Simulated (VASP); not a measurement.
Wanted: the native input for a VASP 6.6.1 run.

```yaml
Task: single point
Functional: PBE
Potentials_or_basis: VASP PAW PBE potentials, release 64 (Li_sv)
Cutoff: 800 eV
k_mesh: 13 × 13 × 13
Occupations: methfessel-paxton, width 0.1 eV
Spin: no spin polarisation
Tolerance_level: tight
Purpose: restart
Start: from scratch
Further_INCAR_settings: ALGO = Normal; EDIFF = 1e-06
```

The structure of Li lies in POSCAR:

```
Li
1.0
    0.0000000000      2.2020000000      2.2020000000
    2.2020000000      0.0000000000      2.2020000000
    2.2020000000      2.2020000000      0.0000000000
Li
1
Direct
    0.0000000000      0.0000000000      0.0000000000
```

This isn't the form of Li at room conditions, which is bcc.

One way to write it, as run:

INCAR

```
SYSTEM = Li
  GGA = PE
  ISMEAR = 1
  SIGMA = 0.1
  LWAVE = .False.
  LCHARG = .False.
  ISIF = 2
  PREC = Accurate
  LASPH = .True.
  LREAL = .False.
  ALGO = Normal
  EDIFF = 1E-6
  NELM = 120
  GGA_COMPAT = .False.
  ENCUT = 800
```

KPOINTS

```
k-points
0
Gamma
  13 13 13
```

Potentials or basis: VASP PAW PBE potentials, release 64 (Li_sv).

Launch:

```console
$ cat potpaw_PBE.64/Li_sv/POTCAR > POTCAR
$ mpirun -np 1 vasp_std > vasp.out
```

It gave:

| Item | Value |
| --- | --- |
| Pressure | -0.7 GPa |
| Band gap on the k mesh | zero (an odd number of electrons rules out a gap without spin polarisation) |

It took 7.3 s on 1 thread of Intel(R) Xeon(R) Platinum 8488C (Sapphire Rapids) (shared host), peak memory 0.15 GiB.
